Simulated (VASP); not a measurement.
# Ga2PN (P-6m2) in VASP: further runs

Runs on Ga2PN. Level: PBE. Tasks: single point, relaxation of cell and atoms.

All numbers are computed with VASP 6.6.1; they aren't measurements. Logs are shortened: lines on timing, memory, paths and dates and some standing lists are left out, and cuts for length are marked.

**1. The cell of the first run**

Symmetry: P-6m2, No. 187, hexagonal system. The conventional cell has a = 3.241 Å, b = 3.241 Å, c = 5.953 Å, α = 90.00°, β = 90.00°, γ = 120.00°. Ga (site symmetry 3m) has 3 N at 2.27 Å and 3 P at 2.52 Å and 1 Ga at 2.57 Å within 3.0 Å. Within 3.3 Å of P (site symmetry -6m2) lie 6 Ga at 2.52 Å and 6 P at 3.24 Å. Within 3.0 Å of N (site symmetry -6m2) lie 6 Ga at 2.27 Å.

The cell was built from a structure type or drawn by symmetry, and may not be a known phase.

**2. Single point, PBE**

INCAR

```
PREC = Accurate ; ENCUT = 600
EDIFF = 1E-6 ; ISMEAR = 0
SIGMA = 0.1 ; LREAL = False
LASPH = True ; NELM = 120
ALGO = Normal ; ISIF = 2
LWAVE = False ; LCHARG = True
GGA = PE ; LELF = True
LVHAR = True ; NBANDS = 26
GGA_COMPAT = False
```

KPOINTS

```
Automatic mesh
0
Gamma
  6 6 4
```

POSCAR

```
Ga2PN
1.0
    3.2408886741     -0.0000000024      0.0000000000
   -1.6204443350      2.8066919238      0.0000000000
    0.0000000000      0.0000000000      5.9532215578
Ga P N
2 1 1
Direct
    0.6666666667      0.3333333333      0.7843050840
    0.6666666667      0.3333333333      0.2156949160
    0.3333333333      0.6666666667      0.5000000000
    0.0000000000      0.0000000000      0.0000000000
```

Potentials or basis: VASP PAW PBE potentials, release 64 (Ga_d, P, N).

Launch:

```
cat potpaw_PBE.64/Ga_d/POTCAR potpaw_PBE.64/P/POTCAR potpaw_PBE.64/N/POTCAR > POTCAR
mpirun -np 1 vasp_std > vasp.out
```

OUTCAR:

```text
PREC = Accurate
   ENCUT = 600
   EDIFF = 1E-6
   ISMEAR = 0
   LREAL = False
   LASPH = True
   NELM = 120
   ISIF = 2
   GGA = PE

 ion  position               nearest neighbor table
   1  0.667  0.333  0.784-   4 2.27   4 2.27   4 2.27   3 2.52   3 2.52   3 2.52   2 2.57
   2  0.667  0.333  0.216-   4 2.27   4 2.27   4 2.27   3 2.52   3 2.52   3 2.52   1 2.57
   3  0.333  0.667  0.500-   1 2.52   2 2.52   1 2.52   2 2.52   1 2.52   2 2.52
   4  0.000  0.000  0.000-   1 2.27   2 2.27   1 2.27   2 2.27   1 2.27   2 2.27

  LATTYP: Found a hexagonal cell.
 ALAT       =     3.2408886741
 C/A-ratio  =     1.8369102294

  Lattice vectors:

 A1 = (   3.2408886741,  -0.0000000024,   0.0000000000)
 A2 = (  -1.6204443350,   2.8066919238,   0.0000000000)
 A3 = (   0.0000000000,   0.0000000000,   5.9532215578)

Analysis of symmetry for initial positions (statically):
=====================================================================
 Subroutine PRICEL returns:
 Original cell was already a primitive cell.

 Routine SETGRP: Setting up the symmetry group for a
 hexagonal supercell.

 Subroutine GETGRP returns: Found 12 space group operations
 (whereof 12 operations were pure point group operations)
 out of a pool of 24 trial point group operations.

The static configuration has the point symmetry D_3h.

Analysis of symmetry for dynamics (positions and initial velocities):
=====================================================================
 Subroutine PRICEL returns:
 Original cell was already a primitive cell.

 Routine SETGRP: Setting up the symmetry group for a
 hexagonal supercell.

 Subroutine GETGRP returns: Found 12 space group operations
 (whereof 12 operations were pure point group operations)
 out of a pool of 24 trial point group operations.

The dynamic configuration has the point symmetry D_3h.

 Subroutine INISYM returns: Found 12 space group operations
 (whereof 12 operations are pure point group operations),
 and found     1 'primitive' translations

----------------------------------------------------------------------------------------

                                     Primitive cell

  volume of cell :      54.1516

  direct lattice vectors                    reciprocal lattice vectors
[... 83 lines left out ...]
   LSORBIT =      F    spin-orbit coupling
   LASPH  =      T    aspherical Exc in radial PAW
   ENCUT  =  600.0 eV  44.10 Ry    6.64 a.u.   6.47  6.47 11.89*2*pi/ulx,y,z
   NELM   =    120;   NELMIN=  2; NELMDL= -5     # of ELM steps
   EDIFF  = 0.1E-05   stopping-criterion for ELM
   LREAL  =      F    real-space projection
   EDIFFG = 0.1E-04   stopping-criterion for IOM
   NSW    =      0    number of steps for IOM
   IBRION =     -1    ionic relax: 0-MD 1-quasi-New 2-CG
   NFREE  =      0    steps in history (QN), initial steepest desc. (CG)
   ISIF   =      2    stress and relaxation
   ISYM   =      2    0-nonsym 1-usesym 2-fastsym
   POTIM  = 0.5000    time-step for ionic-motion
   TEBEG  =    0.0;   TEEND  =   0.0 temperature during run
   PSTRESS=    0.0 pullay stress
   NELECT =      36.0000    total number of electrons
   NUPDOWN=      -1.0000    fix difference up-down
   EMIN   =  10.00;   EMAX   =-10.00  energy-range for DOS
   EFERMI =   0.00;   METHOD = LEGACY
   ISMEAR =     0;   SIGMA  =   0.10  broadening in eV -4-tet -1-fermi 0-gaus
   EFERMI_NEDOS =   21; number of points for ismear=-14 and -15
   IALGO  =     38    algorithm
   IMIX   =      4    mixing-type and parameters
     AMIX     =   0.40;   BMIX     =  1.00
     AMIX_MAG =   1.60;   BMIX_MAG =  1.00
  volume/ion in A,a.u.               =      13.54        91.36
  Fermi-wavevector in a.u.,A,eV,Ry     =   1.428802  2.700044 27.775953  2.041475
  Thomas-Fermi vector in A             =   2.548824
   LORBIT       =      0    0 simple, 1 ext, 2 COOP (PROOUT), +10 PAW based schemes
   GGA     = PE    functional components
   LHFCALC =     F    Hartree Fock is set to
   AEXX    =    0.0000 exact exchange contribution
   IVDW    =     0    specifies the selected vdW correction
   LEPSILON=     F    determine dielectric tensor
   LRPA    =     F    only Hartree local field effects (RPA)
 non-spin polarized calculation
 Gauss-broadening in eV      SIGMA  =   0.10
  energy-cutoff  :      600.00
  volume of cell :       54.15
 maximum number of plane-waves:      1836
 NGX is ok and might be reduce to    28
   NGX = 13   NGY = 13   NGZ = 23

 number of electron      36.0000006 magnetization

 Free energy of the ion-electron system (eV)
  ---------------------------------------------------
  ext. energy  EPLUGINS =         0.00000000
  ---------------------------------------------------
  free energy    TOTEN  =       -18.31509626 eV

  energy without entropy =      -18.30172367  energy(sigma->0) =      -18.30840997

 E-fermi :   7.3651     XC(G=0): -11.6664

 val. band max:        7.3607890579   @ k =   0.3333   0.1667   0.2500
 cond. band min:       7.5441185506   @ k =   0.0000   0.0000   0.2500
 fundamental gap:      0.1833294927
 Fermi energy:         7.3650689633

 k-point     1 :       0.0000    0.0000    0.0000
  band No.  band energies     occupation
      1      -8.6457      2.00000
      2      -7.9312      2.00000
      3      -7.8049      2.00000
      4      -7.8049      2.00000
      5      -7.7234      2.00000
      6      -7.7234      2.00000
[... 598 lines left out ...]
     25      17.0788      0.00000
     26      17.4471      0.00000

------------------------ aborting loop because EDIFF is reached ----------------------------------------

  FORCE on cell =-STRESS in cart. coord.  units (eV):
  Direction    XX          YY          ZZ          XY          YZ          ZX
  --------------------------------------------------------------------------------------
  -------------------------------------------------------------------------------------
  Total       -0.0053106     -0.0053106      0.1324487      0.0000000      0.0000000      0.0000000
  in kB       -0.1571255     -0.1571255      3.9187491      0.0000000      0.0000000      0.0000000
  external PRESSURE =       1.2014994 kB  Pullay stress =       0.0000000 kB

 VOLUME and BASIS-vectors are now :
 -----------------------------------------------------------------------------
  energy-cutoff  :      600.00
  volume of cell :       54.15
      direct lattice vectors                 reciprocal lattice vectors
     3.240888674 -0.000000002  0.000000000     0.308557344  0.178145665  0.000000000
    -1.620444335  2.806691924  0.000000000     0.000000000  0.356291331  0.000000000
     0.000000000  0.000000000  5.953221558     0.000000000  0.000000000  0.167976278

 POSITION                                       TOTAL-FORCE (eV/Angst)
 -----------------------------------------------------------------------------------
      1.62044      0.93556      4.66914         0.000000     -0.000000     -0.017982
      1.62044      0.93556      1.28408         0.000000     -0.000000      0.017982
      0.00000      1.87113      2.97661        -0.000000      0.000000      0.000000
      0.00000      0.00000      0.00000        -0.000000      0.000000      0.000000
 -----------------------------------------------------------------------------------
    total drift:                               -0.000002      0.000001      0.000000

  FREE ENERGIE OF THE ION-ELECTRON SYSTEM (eV)
  ---------------------------------------------------
  free  energy   TOTEN  =       -18.3150962625 eV

  energy  without entropy=      -18.3017236699  energy(sigma->0) =      -18.30840997
```

stdout:

```text
POSCAR found type information on POSCAR GaP N
 POSCAR found :  3 types and       4 ions
 scaLAPACK will be used
 LDA part: xc-table for (Slater+PW92), standard interpolation
 POSCAR, INCAR and KPOINTS ok, starting setup
 FFT: planning ... GRIDC
 FFT: planning ... GRID_SOFT
 FFT: planning ... GRID
 WAVECAR not read
 entering main loop
```

Run time: 78 s. Hardware: 1 thread of Intel Xeon 8259CL, shared host; peak memory 0.2 GiB.

Results:

| Item | Value |
| --- | --- |
| Free energy | -18.3151 eV |
| Pressure | 0.1 GPa |
| Largest force | 0.018 eV/Å |
| Band gap on the k mesh | zero (bands 18 and 19 overlap by 4.10 eV) |

Forces on the atoms (eV/Å):
```
Ga   0.000  0.000 -0.018
Ga   0.000  0.000  0.018
P    0.000  0.000  0.000
N    0.000  0.000  0.000
```

Levels at points of the mesh, in eV from the Fermi level:
```tsv
k point	band 14	band 15	band 16	band 17	band 18	band 19	band 20	band 21	band 22	band 23
(0.00, 0.00, 0.00)	-1.90	-1.68	-1.68	-1.32	1.46	1.46	5.02	6.68	6.68	6.75
(0.50, 0.00, 0.00)	-6.17	-5.12	-4.45	-3.08	-0.08	0.71	2.08	3.30	4.81	5.54
(0.00, 0.00, 0.50)	-5.35	-1.66	-1.66	1.05	1.51	1.51	3.59	6.18	6.81	6.81
(0.50, 0.00, 0.50)	-7.47	-2.89	-2.83	-2.82	-1.14	-0.71	1.02	4.10	4.38	6.37
```

Caveat: the k points lie up to 0.37 Å⁻¹ apart, too coarse for converged energies and pressures of a metal.

(Part 1 of 2 ends here.)
